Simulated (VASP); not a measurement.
# Ir (Pm-3n) in VASP: notebook

The runs below take Ir through single point, with PBE.

All numbers are computed with VASP 6.6.1; they aren't measurements. Logs are shortened: lines on timing, memory, paths and dates and some standing lists are left out, and cuts for length are marked.

## 1. The cell of the first run

It takes space group Pm-3n (No. 223, cubic). Conventional cell: a = 4.877 Å, b = 4.877 Å, c = 4.877 Å, α = 90.00°, β = 90.00°, γ = 90.00°. Within 3.6 Å of Ir (site symmetry m-3) lie 12 Ir at 2.73 Å. Ir (site symmetry -4m2) has 14 Ir at 2.44 to 2.99 Å within 3.2 Å.

## 2. Single point, PBE

Contents of INCAR:

```
ALGO     = Normal         # electronic algorithm
EDIFF    = 1E-7           # SCF threshold, eV
ENCUT    = 520            # plane-wave cutoff, eV
GGA      = PE             # functional
ISIF     = 2              # what is computed and relaxed
ISMEAR   = 0              # smearing method
LASPH    = T              # aspherical terms in the spheres
LCHARG   = F              # write CHGCAR
LREAL    = F              # projectors in reciprocal space
LWAVE    = F              # write WAVECAR
NBANDS   = 46             # bands
NELM     = 80             # most SCF steps
PREC     = Accurate       # precision mode
SIGMA    = 0.1            # smearing width, eV
```

Contents of KPOINTS:

```
k-points
0
Gamma
  4 4 4
```

Contents of POSCAR:

```
Ir
1.0
    4.8773957365      0.0000000000      0.0000000000
    0.0000000000      4.8773957365      0.0000000000
    0.0000000000      0.0000000000      4.8773957365
Ir
8
Direct
    0.5000000000      0.5000000000      0.5000000000
    0.0000000000      0.0000000000      0.0000000000
    0.2500000000      0.0000000000      0.5000000000
    0.5000000000      0.2500000000      0.0000000000
    0.5000000000      0.7500000000      0.0000000000
    0.7500000000      0.0000000000      0.5000000000
    0.0000000000      0.5000000000      0.7500000000
    0.0000000000      0.5000000000      0.2500000000
```

Potentials or basis: VASP PAW PBE potentials, release 64 (Ir).

The run is started by

```
$ cat potpaw_PBE.64/Ir/POTCAR > POTCAR
$ mpirun -np 1 vasp_std > vasp.out
```

OUTCAR:

```text
EDIFF = 1E-7
   ENCUT = 520
   GGA = PE
   ISIF = 2
   ISMEAR = 0
   LASPH = T
   LREAL = F
   NELM = 80
   PREC = Accurate

 ion  position               nearest neighbor table
   1  0.500  0.500  0.500-   3 2.73   4 2.73   5 2.73   6 2.73   7 2.73   8 2.73   4 2.73   5 2.73
                             3 2.73   6 2.73   7 2.73   8 2.73
   2  0.000  0.000  0.000-   3 2.73   4 2.73   5 2.73   6 2.73   7 2.73   8 2.73   3 2.73   6 2.73
                             7 2.73   8 2.73   4 2.73   5 2.73
   3  0.250  0.000  0.500-   6 2.44   6 2.44   1 2.73   2 2.73   1 2.73   2 2.73   4 2.99   5 2.99
                             4 2.99   5 2.99   8 2.99   7 2.99   8 2.99   7 2.99
   4  0.500  0.250  0.000-   5 2.44   5 2.44   1 2.73   1 2.73   2 2.73   2 2.73   3 2.99   6 2.99
                             6 2.99   3 2.99   8 2.99   7 2.99   7 2.99   8 2.99
   5  0.500  0.750  0.000-   4 2.44   4 2.44   1 2.73   1 2.73   2 2.73   2 2.73   3 2.99   6 2.99
                             6 2.99   3 2.99   8 2.99   7 2.99   7 2.99   8 2.99
   6  0.750  0.000  0.500-   3 2.44   3 2.44   1 2.73   2 2.73   1 2.73   2 2.73   4 2.99   5 2.99
                             5 2.99   4 2.99   8 2.99   7 2.99   8 2.99   7 2.99
   7  0.000  0.500  0.750-   8 2.44   8 2.44   1 2.73   2 2.73   2 2.73   1 2.73   3 2.99   4 2.99
                             5 2.99   3 2.99   6 2.99   6 2.99   4 2.99   5 2.99
   8  0.000  0.500  0.250-   7 2.44   7 2.44   1 2.73   2 2.73   2 2.73   1 2.73   3 2.99   4 2.99
                             5 2.99   3 2.99   6 2.99   6 2.99   4 2.99   5 2.99

  LATTYP: Found a simple cubic cell.
 ALAT       =     4.8773957365

  Lattice vectors:

 A1 = (   4.8773957365,   0.0000000000,   0.0000000000)
 A2 = (   0.0000000000,   4.8773957365,   0.0000000000)
 A3 = (   0.0000000000,   0.0000000000,   4.8773957365)

Analysis of symmetry for initial positions (statically):
=====================================================================
 Subroutine PRICEL returns:
 Original cell was already a primitive cell.

 Routine SETGRP: Setting up the symmetry group for a
 simple cubic supercell.

 Subroutine GETGRP returns: Found 48 space group operations
 (whereof 24 operations were pure point group operations)
 out of a pool of 48 trial point group operations.

The static configuration has the point symmetry T_h .
 The point group associated with its full space group is O_h .

Analysis of symmetry for dynamics (positions and initial velocities):
=====================================================================
 Subroutine PRICEL returns:
 Original cell was already a primitive cell.

 Routine SETGRP: Setting up the symmetry group for a
 simple cubic supercell.

 Subroutine GETGRP returns: Found 48 space group operations
 (whereof 24 operations were pure point group operations)
 out of a pool of 48 trial point group operations.

The dynamic configuration has the point symmetry T_h .
 The point group associated with its full space group is O_h .

 Subroutine INISYM returns: Found 48 space group operations
 (whereof 24 operations are pure point group operations),
 and found     1 'primitive' translations

----------------------------------------------------------------------------------------

                                     Primitive cell

  volume of cell :     116.0283

  direct lattice vectors                    reciprocal lattice vectors
     4.877395736  0.000000000  0.000000000     0.205027448  0.000000000  0.000000000
     0.000000000  4.877395736  0.000000000     0.000000000  0.205027448  0.000000000
     0.000000000  0.000000000  4.877395736     0.000000000  0.000000000  0.205027448

  length of vectors
     4.877395736  4.877395736  4.877395736     0.205027448  0.205027448  0.205027448

  position of ions in fractional coordinates (direct lattice)
     0.500000000  0.500000000  0.500000000
     0.000000000  0.000000000  0.000000000
     0.250000000  0.000000000  0.500000000
     0.500000000  0.250000000  0.000000000
     0.500000000  0.750000000  0.000000000
     0.750000000  0.000000000  0.500000000
     0.000000000  0.500000000  0.750000000
     0.000000000  0.500000000  0.250000000

  ion indices of the primitive-cell ions
   primitive index   ion index
                 1           1
                 2           2
                 3           3
                 4           4
                 5           5
                 6           6
                 7           7
                 8           8

----------------------------------------------------------------------------------------

 KPOINTS: k-points

Automatic generation of k-mesh.
 Grid dimensions read from file:
 generate k-points for:    4    4    4

 Generating k-lattice:

  Cartesian coordinates                     Fractional coordinates (reciprocal lattice)
     0.051256862  0.000000000  0.000000000     0.250000000  0.000000000  0.000000000
     0.000000000  0.051256862  0.000000000     0.000000000  0.250000000  0.000000000
     0.000000000  0.000000000  0.051256862     0.000000000  0.000000000  0.250000000

  Length of vectors
     0.051256862  0.051256862  0.051256862

  Shift w.r.t. Gamma in fractional coordinates (k-lattice)
     0.000000000  0.000000000  0.000000000

 Subroutine IBZKPT returns following result:
 ===========================================

 Found     10 irreducible k-points:

 Following reciprocal coordinates:
            Coordinates               Weight
  0.000000  0.000000  0.000000      1.000000
  0.250000  0.000000  0.000000      6.000000
  0.500000  0.000000  0.000000      3.000000
  0.250000  0.250000  0.000000     12.000000
  0.500000  0.250000  0.000000     12.000000
  0.500000  0.500000  0.000000      3.000000
  0.250000  0.250000  0.250000      8.000000
  0.500000  0.250000  0.250000     12.000000
  0.500000  0.500000  0.250000      6.000000
  0.500000  0.500000  0.500000      1.000000
   k-points           NKPTS =     10   k-points in BZ     NKDIM =     10   number of bands    NBANDS=     46
   number of dos      NEDOS =    301   number of ions     NIONS =      8
   total plane-waves  NPLWV =  46656
   dimension x,y,z NGX =    36 NGY =   36 NGZ =   36
   dimension x,y,z NGXF=    72 NGYF=   72 NGZF=   72
   ions per type =               8
   NGX,Y,Z   is equivalent  to a cutoff of  12.27, 12.27, 12.27 a.u.
   NGXF,Y,Z  is equivalent  to a cutoff of  24.54, 24.54, 24.54 a.u.
 SYSTEM =  unknown system
   PREC   = accura    normal or accurate (medium, high low for compatibility)
   ISTART =      0    job   : 0-new  1-cont  2-samecut
   ICHARG =      2    charge: 1-file 2-atom 10-const
   ISPIN  =      1    spin polarized calculation?
   LNONCOLLINEAR =      F non collinear calculations
   LSORBIT =      F    spin-orbit coupling
   LASPH  =      T    aspherical Exc in radial PAW
   ENCUT  =  520.0 eV  38.22 Ry    6.18 a.u.   9.07  9.07  9.07*2*pi/ulx,y,z
   NELM   =     80;   NELMIN=  2; NELMDL= -5     # of ELM steps
   EDIFF  = 0.1E-06   stopping-criterion for ELM
   LREAL  =      F    real-space projection
   EDIFFG = 0.1E-05   stopping-criterion for IOM
   NSW    =      0    number of steps for IOM
   IBRION =     -1    ionic relax: 0-MD 1-quasi-New 2-CG
   NFREE  =      0    steps in history (QN), initial steepest desc. (CG)
   ISIF   =      2    stress and relaxation
   ISYM   =      2    0-nonsym 1-usesym 2-fastsym
   POTIM  = 0.5000    time-step for ionic-motion
   TEBEG  =    0.0;   TEEND  =   0.0 temperature during run
   PSTRESS=    0.0 pullay stress
   NELECT =      72.0000    total number of electrons
   NUPDOWN=      -1.0000    fix difference up-down
   EMIN   =  10.00;   EMAX   =-10.00  energy-range for DOS
   EFERMI =   0.00;   METHOD = LEGACY
   ISMEAR =     0;   SIGMA  =   0.10  broadening in eV -4-tet -1-fermi 0-gaus
   EFERMI_NEDOS =   21; number of points for ismear=-14 and -15
   IALGO  =     38    algorithm
   IMIX   =      4    mixing-type and parameters
     AMIX     =   0.40;   BMIX     =  1.00
     AMIX_MAG =   1.60;   BMIX_MAG =  1.00
  volume/ion in A,a.u.               =      14.50        97.87
  Fermi-wavevector in a.u.,A,eV,Ry     =   1.396361  2.638739 26.528962  1.949824
  Thomas-Fermi vector in A             =   2.519723
   LORBIT       =      0    0 simple, 1 ext, 2 COOP (PROOUT), +10 PAW based schemes
   GGA     = PE    functional components
   LHFCALC =     F    Hartree Fock is set to
   AEXX    =    0.0000 exact exchange contribution
   IVDW    =     0    specifies the selected vdW correction
   LEPSILON=     F    determine dielectric tensor
   LRPA    =     F    only Hartree local field effects (RPA)
 non-spin polarized calculation
 Gauss-broadening in eV      SIGMA  =   0.10
  energy-cutoff  :      520.00
  volume of cell :      116.03
 maximum number of plane-waves:      3136
   NGX = 19   NGY = 19   NGZ = 19

 number of electron      71.9999980 magnetization

 Free energy of the ion-electron system (eV)
  ---------------------------------------------------
  ext. energy  EPLUGINS =         0.00000000
  ---------------------------------------------------
  free energy    TOTEN  =       -66.26159165 eV

  energy without entropy =      -66.19512901  energy(sigma->0) =      -66.22836033

 E-fermi :  10.0886     XC(G=0): -13.8103

 val. band max:       10.0583958936   @ k =   0.2500   0.2500   0.2500
 cond. band min:      10.0894671980   @ k =   0.5000   0.5000   0.2500
 fundamental gap:      0.0310713044
 Fermi energy:        10.0886122807

 k-point     1 :       0.0000    0.0000    0.0000
  band No.  band energies     occupation
      1      -0.8864      2.00000
      2       1.9343      2.00000
      3       1.9343      2.00000
      4       3.3044      2.00000
      5       3.5328      2.00000
      6       3.5328      2.00000
[... 38 lines left out ...]
     45      14.3757      0.00000
     46      14.3758      0.00000
[... 400 lines left out ...]
      6       3.1725      2.00000
[... 38 lines left out ...]
     45      11.1529      0.00000
     46      11.1529      0.00000

------------------------ aborting loop because EDIFF is reached ----------------------------------------

  FORCE on cell =-STRESS in cart. coord.  units (eV):
  Direction    XX          YY          ZZ          XY          YZ          ZX
  --------------------------------------------------------------------------------------
  -------------------------------------------------------------------------------------
  Total       10.8319452     10.8319452     10.8319452     -0.0000000     -0.0000000     -0.0000000
  in kB      149.5729487    149.5729487    149.5729487     -0.0000000     -0.0000000     -0.0000000
  external PRESSURE =     149.5729487 kB  Pullay stress =       0.0000000 kB

 VOLUME and BASIS-vectors are now :
 -----------------------------------------------------------------------------
  energy-cutoff  :      520.00
  volume of cell :      116.03
      direct lattice vectors                 reciprocal lattice vectors
     4.877395736  0.000000000  0.000000000     0.205027448  0.000000000  0.000000000
     0.000000000  4.877395736  0.000000000     0.000000000  0.205027448  0.000000000
     0.000000000  0.000000000  4.877395736     0.000000000  0.000000000  0.205027448

 POSITION                                       TOTAL-FORCE (eV/Angst)
 -----------------------------------------------------------------------------------
      2.43870      2.43870      2.43870        -0.000000     -0.000000      0.000000
      0.00000      0.00000      0.00000        -0.000000     -0.000000      0.000000
      1.21935      0.00000      2.43870         0.000000      0.000000     -0.000000
      2.43870      1.21935      0.00000         0.000000     -0.000000      0.000000
      2.43870      3.65805      0.00000        -0.000000      0.000000     -0.000000
      3.65805      0.00000      2.43870        -0.000000      0.000000     -0.000000
      0.00000      2.43870      3.65805         0.000000     -0.000000     -0.000000
      0.00000      2.43870      1.21935        -0.000000      0.000000      0.000000
 -----------------------------------------------------------------------------------
    total drift:                                0.000000      0.000000     -0.000000

  FREE ENERGIE OF THE ION-ELECTRON SYSTEM (eV)
  ---------------------------------------------------
  free  energy   TOTEN  =       -66.2615916522 eV

  energy  without entropy=      -66.1951290122  energy(sigma->0) =      -66.22836033
```

Run time: 35 s. Hardware: 1 thread of Intel Xeon Platinum 8488C (Sapphire Rapids), shared host; peak memory 0.21 GiB.

Results:

* Free energy: -66.2616 eV
* Pressure: 15.0 GPa
* Band gap on the k mesh: zero (band 36 reaches 10.43 eV, above the bottom of band 37 at 9.89 eV)

Caveat: spin-orbit coupling is left out, which moves the levels of the heavy elements.

## 3. Single point, PBE

This run uses another cell than the first one, of 15.13 Å³/atom, 1.043 times its volume.

Contents of INCAR:

```
SYSTEM = Ir
PREC = Accurate ; ENCUT = 520
EDIFF = 1E-6 ; ISMEAR = 0
SIGMA = 0.1 ; LREAL = .False.
LASPH = .True. ; NELM = 80
ALGO = Normal ; ISIF = 2
LWAVE = .False. ; LCHARG = .False.
GGA = PE ; NBANDS = 46
```

Contents of KPOINTS:

```
Automatic mesh
0
Gamma
  4 4 4
  0 0 0
```

Changes to POSCAR since step 2:

```diff
@@ -2,5 +2,5 @@
 1.0
-    4.8773957365      0.0000000000      0.0000000000
-    0.0000000000      4.8773957365      0.0000000000
-    0.0000000000      0.0000000000      4.8773957365
+    4.9467129544      0.0000000000      0.0000000000
+    0.0000000000      4.9467129544      0.0000000000
+    0.0000000000      0.0000000000      4.9467129544
 Ir
```

Potentials or basis: VASP PAW PBE potentials, release 64 (Ir).

The run is started by

```
$ cat potpaw_PBE.64/Ir/POTCAR > POTCAR
$ mpirun -np 1 vasp_std > vasp.out
```

It took 50 s on 1 thread of Intel Xeon Platinum 8488C (Sapphire Rapids), shared host; peak memory 0.24 GiB.

The run converged. Its results:

```
Free energy            : -66.4927 eV
Pressure               : 0.3 GPa
Band gap on the k mesh : zero (band 36 reaches 9.70 eV, above the bottom of band 37 at 9.20 eV)
```

Levels at points of the mesh, in eV from the Fermi level:
```csv
k point,band 34,band 35,band 36,band 37,band 38,band 39
"(0.00, 0.00, 0.00)",-0.34,-0.34,0.31,0.31,0.31,0.86
"(0.50, 0.00, 0.00)",-0.42,-0.21,-0.21,-0.18,-0.18,0.83
"(0.50, 0.50, 0.00)",-0.67,-0.11,-0.11,-0.08,0.07,0.28
"(0.50, 0.50, 0.50)",-0.25,-0.25,-0.25,0.07,0.07,0.07
```

Caveat: spin-orbit coupling is left out, which moves the levels of the heavy elements.
